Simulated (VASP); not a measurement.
# CsGa (NaTl type) (Fd-3m) in VASP: single point with PBEsol

Aim: the single point of CsGa (NaTl type) with PBEsol.

All numbers are computed with VASP 6.6.1; they aren't measurements. Logs are shortened: lines on timing, memory, paths and dates and some standing lists are left out, and cuts for length are marked.

### Step 1. The cell of the first run

It takes space group Fd-3m (No. 227, cubic). The conventional cell has a = 8.068 Å, b = 8.068 Å, c = 8.068 Å, α = 90.00°, β = 90.00°, γ = 90.00°. Within 4.6 Å of Cs (site symmetry -43m) lie 4 Cs at 3.49 Å and 10 Ga at 3.49 to 4.03 Å. Ga (site symmetry -43m) has 10 Cs at 3.49 to 4.03 Å and 4 Ga at 3.49 Å within 4.6 Å.

### Step 2. Single point, PBEsol

File POSCAR:

```
CsGa
1.0
    0.0000000000      4.0341668935      4.0341668935
    4.0341668935      0.0000000000      4.0341668935
    4.0341668935      4.0341668935      0.0000000000
Cs Ga
2 2
Direct
    0.1250000000      0.1250000000      0.1250000000
   -0.1250000000     -0.1250000000     -0.1250000000
    0.3750000000      0.3750000000      0.3750000000
   -0.3750000000     -0.3750000000     -0.3750000000
```

File INCAR.step1:

```
SYSTEM = CsGa
ALGO = Normal ; EDIFF = 1E-7
ENCUT = 520 ; GGA = PS
ISIF = 2 ; ISMEAR = -1
LASPH = .True. ; LCHARG = .True.
LREAL = .False. ; LWAVE = .False.
NBANDS = 30 ; NELM = 80
PREC = Accurate ; SIGMA = 0.05
```

File KPOINTS.step1:

```
k-points
0
Gamma
  6 6 6
  0 0 0
```

File INCAR.step2:

```
SYSTEM = CsGa
ALGO = Normal ; EDIFF = 1E-7
ENCUT = 520 ; GGA = PS
ICHARG = 11 ; ISIF = 2
ISMEAR = -5 ; LASPH = .True.
LCHARG = .False. ; LORBIT = 11
LREAL = .False. ; LWAVE = .False.
NBANDS = 30 ; NEDOS = 1001
NELM = 80 ; PREC = Accurate
SIGMA = 0.05
```

File KPOINTS.step2:

```
k-points
0
Gamma
  9 9 9
  0 0 0
```

Potentials or basis: VASP PAW PBE potentials, release 64 (Cs_sv, Ga_d).

Launch:

```bash
cat potpaw_PBE.64/Cs_sv/POTCAR potpaw_PBE.64/Ga_d/POTCAR > POTCAR
cp INCAR.step1 INCAR
cp KPOINTS.step1 KPOINTS
mpirun -np 1 vasp_std > vasp.out
cp INCAR.step2 INCAR
cp KPOINTS.step2 KPOINTS
mpirun -np 1 vasp_std > vasp.out
```

OUTCAR:

```text
SYSTEM = CsGa
   EDIFF = 1E-7
   ENCUT = 520
   GGA = PS
   ICHARG = 11
   ISIF = 2
   ISMEAR = -5
   LASPH = .True.
   LORBIT = 11
   LREAL = .False.
   NELM = 80
   PREC = Accurate

 ion  position               nearest neighbor table
   1  0.125  0.125  0.125-
   2  0.875  0.875  0.875-
   3  0.375  0.375  0.375-
   4  0.625  0.625  0.625-

  LATTYP: Found a face centered cubic cell.
 ALAT       =     8.0683337870

  Lattice vectors:

 A1 = (   0.0000000000,   4.0341668935,   4.0341668935)
 A2 = (   4.0341668935,   0.0000000000,   4.0341668935)
 A3 = (   4.0341668935,   4.0341668935,   0.0000000000)

Analysis of symmetry for initial positions (statically):
=====================================================================
 Subroutine PRICEL returns:
 Original cell was already a primitive cell.

 Routine SETGRP: Setting up the symmetry group for a
 face centered cubic supercell.

 Subroutine GETGRP returns: Found 48 space group operations
 (whereof 12 operations were pure point group operations)
 out of a pool of 48 trial point group operations.

The static configuration has the point symmetry D_3d.
 The point group associated with its full space group is O_h .

Analysis of symmetry for dynamics (positions and initial velocities):
=====================================================================
 Subroutine PRICEL returns:
 Original cell was already a primitive cell.

 Routine SETGRP: Setting up the symmetry group for a
 face centered cubic supercell.

 Subroutine GETGRP returns: Found 48 space group operations
 (whereof 12 operations were pure point group operations)
 out of a pool of 48 trial point group operations.

The dynamic configuration has the point symmetry D_3d.
 The point group associated with its full space group is O_h .

 Subroutine INISYM returns: Found 48 space group operations
 (whereof 12 operations are pure point group operations),
 and found     1 'primitive' translations

----------------------------------------------------------------------------------------

                                     Primitive cell

  volume of cell :     131.3081

  direct lattice vectors                    reciprocal lattice vectors
     0.000000000  4.034166894  4.034166894    -0.123941327  0.123941327  0.123941327
     4.034166894  0.000000000  4.034166894     0.123941327 -0.123941327  0.123941327
[... 98 lines left out ...]
   ISYM   =      2    0-nonsym 1-usesym 2-fastsym
   POTIM  = 0.5000    time-step for ionic-motion
   TEBEG  =    0.0;   TEEND  =   0.0 temperature during run
   PSTRESS=    0.0 pullay stress
   NELECT =      44.0000    total number of electrons
   NUPDOWN=      -1.0000    fix difference up-down
   EMIN   =  10.00;   EMAX   =-10.00  energy-range for DOS
   EFERMI =   0.00;   METHOD = LEGACY
   ISMEAR =    -5;   SIGMA  =   0.05  broadening in eV -4-tet -1-fermi 0-gaus
   EFERMI_NEDOS =   21; number of points for ismear=-14 and -15
   IALGO  =     38    algorithm
   IMIX   =      4    mixing-type and parameters
     AMIX     =   0.40;   BMIX     =  1.00
     AMIX_MAG =   1.60;   BMIX_MAG =  1.00
  volume/ion in A,a.u.               =      32.83       221.53
  Fermi-wavevector in a.u.,A,eV,Ry     =   1.137091  2.148790 17.592004  1.292976
  Thomas-Fermi vector in A             =   2.273796
   LORBIT       =     11    0 simple, 1 ext, 2 COOP (PROOUT), +10 PAW based schemes
   GGA     = PS    functional components
   LHFCALC =     F    Hartree Fock is set to
   AEXX    =    0.0000 exact exchange contribution
   IVDW    =     0    specifies the selected vdW correction
   LEPSILON=     F    determine dielectric tensor
   LRPA    =     F    only Hartree local field effects (RPA)
 non-spin polarized calculation
 Fermi weights with tetrahedron method with Bloechl corrections
  energy-cutoff  :      520.00
  volume of cell :      131.31
 maximum number of plane-waves:      3563

 number of electron      44.0000025 magnetization

 Free energy of the ion-electron system (eV)
  ---------------------------------------------------
  ext. energy  EPLUGINS =         0.00000000
  ---------------------------------------------------
  free energy    TOTEN  =        -7.77310474 eV

  energy without entropy =       -7.77310474  energy(sigma->0) =       -7.77310474

 E-fermi :   3.1976     XC(G=0):  -9.3381

 val. band max:        3.2465835512   @ k =   0.2222   0.2222   0.0000
 cond. band min:       3.1358380378   @ k =   0.1111   0.1111   0.0000
 fundamental gap:     -0.1107455134
 Fermi energy:         3.1975958719

 k-point     1 :       0.0000    0.0000    0.0000
  band No.  band energies     occupation
      1     -19.7582      2.00000
      2     -19.0427      2.00000
      3     -11.3820      2.00000
      4     -11.3820      2.00000
      5     -11.3820      2.00000
      6     -11.3763      2.00000
[... 781 lines left out ...]
     29       7.2560      0.00000
     30       7.3636      0.00000

 [... further k-points ...]

------------------------ aborting loop because EDIFF is reached ----------------------------------------

  FORCE on cell =-STRESS in cart. coord.  units (eV):
  Direction    XX          YY          ZZ          XY          YZ          ZX
  --------------------------------------------------------------------------------------
  -------------------------------------------------------------------------------------
  Total        0.0281021      0.0281021      0.0281021     -0.0000000     -0.0000000      0.0000000
  in kB        0.3428925      0.3428925      0.3428925     -0.0000000     -0.0000000      0.0000000
  external PRESSURE =       0.3428925 kB  Pullay stress =       0.0000000 kB

 VOLUME and BASIS-vectors are now :
 -----------------------------------------------------------------------------
  energy-cutoff  :      520.00
  volume of cell :      131.31
      direct lattice vectors                 reciprocal lattice vectors
     0.000000000  4.034166894  4.034166894    -0.123941327  0.123941327  0.123941327
     4.034166894  0.000000000  4.034166894     0.123941327 -0.123941327  0.123941327
     4.034166894  4.034166894  0.000000000     0.123941327  0.123941327 -0.123941327

 POSITION                                       TOTAL-FORCE (eV/Angst)
 -----------------------------------------------------------------------------------
      1.00854      1.00854      1.00854         0.000000     -0.000000      0.000000
      7.05979      7.05979      7.05979         0.000000     -0.000000      0.000000
      3.02563      3.02563      3.02563         0.000000      0.000000      0.000000
      5.04271      5.04271      5.04271        -0.000000      0.000000     -0.000000
 -----------------------------------------------------------------------------------
    total drift:                               -0.000000      0.000000      0.000000

  FREE ENERGIE OF THE ION-ELECTRON SYSTEM (eV)
  ---------------------------------------------------
  free  energy   TOTEN  =        -7.7731047385 eV

  energy  without entropy=       -7.7731047385  energy(sigma->0) =       -7.77310474

 total charge

# of ion       s       p       d       tot
------------------------------------------
    1        1.852   4.642   0.106   6.600
    2        1.852   4.642   0.106   6.600
    3        1.043   0.494   9.914  11.451
    4        1.043   0.494   9.914  11.451
--------------------------------------------------
tot          5.789  10.272  20.039  36.101
```

Run time: 84 s. Hardware: 1 thread of Intel Xeon 6975P-C (Granite Rapids), shared host; peak memory 0.3 GiB.

Results:

```
Valence electrons inside the program's atomic spheres : Cs 6.60; Ga 11.45
```

Caveat: the PAW data sets were made with another functional, which shifts forces and pressure a little; spin-orbit coupling is left out, which moves the levels of the heavy elements; tetrahedron occupations give inexact forces and stress in metals.
